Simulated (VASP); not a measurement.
Write the native input for VASP 6.6.1 that does the following.

| Item | Value |
| --- | --- |
| Task | single point |
| Functional | PBEsol |
| Potentials or basis | VASP PAW PBE potentials, release 64 (Sr_sv, O) |
| Cutoff | 600 eV |
| k mesh | 10 × 10 × 10 |
| Occupations | gaussian, width 0.01 eV |
| Spin | no spin polarisation |
| Dipole correction | no |
| Further INCAR settings | ALGO = Normal; EDIFF = 1e-06; NBANDS = 15 |

The structure of SrO (k07) lies in POSCAR:

```
SrO
1.0
    0.0000000000      2.5613322646      2.5613322646
    2.5613322646      0.0000000000      2.5613322646
    2.5613322646      2.5613322646      0.0000000000
Sr O
1 1
Direct
    0.0000000000      0.0000000000      0.0000000000
    0.5000000000      0.5000000000      0.5000000000
```

One way to write it, as run:

INCAR

```
PREC     = Accurate       # precision mode
ENCUT    = 600            # plane-wave cutoff, eV
EDIFF    = 1E-6           # SCF threshold, eV
ISMEAR   = 0              # smearing method
SIGMA    = 0.01           # smearing width, eV
LREAL    = F              # projectors in reciprocal space
LASPH    = T              # aspherical terms in the spheres
NELM     = 120            # most SCF steps
ALGO     = Normal         # electronic algorithm
ISIF     = 2              # what is computed and relaxed
LWAVE    = F              # write WAVECAR
LCHARG   = T              # write CHGCAR
GGA      = PS             # functional
LELF     = T              # ELF
LVHAR    = T            
NBANDS   = 15             # bands
GGA_COMPAT= F
```

KPOINTS

```
Automatic mesh
0
Gamma
  10 10 10
```

Potentials or basis: VASP PAW PBE potentials, release 64 (Sr_sv, O).

Launch:

```sh
$ cat potpaw_PBE.64/Sr_sv/POTCAR potpaw_PBE.64/O/POTCAR > POTCAR
$ mpirun -np 1 vasp_std > vasp.out
```

It gave:

The pressure is 0.5 GPa and the band gap on the k mesh is 3.15 eV, indirect (least direct gap 3.23 eV).

Caveat: the PAW data sets were made with another functional, which shifts forces and pressure a little.

It took 42 s on 1 thread of Intel Xeon 6975P-C, with other jobs on the host, peak memory 0.19 GiB.
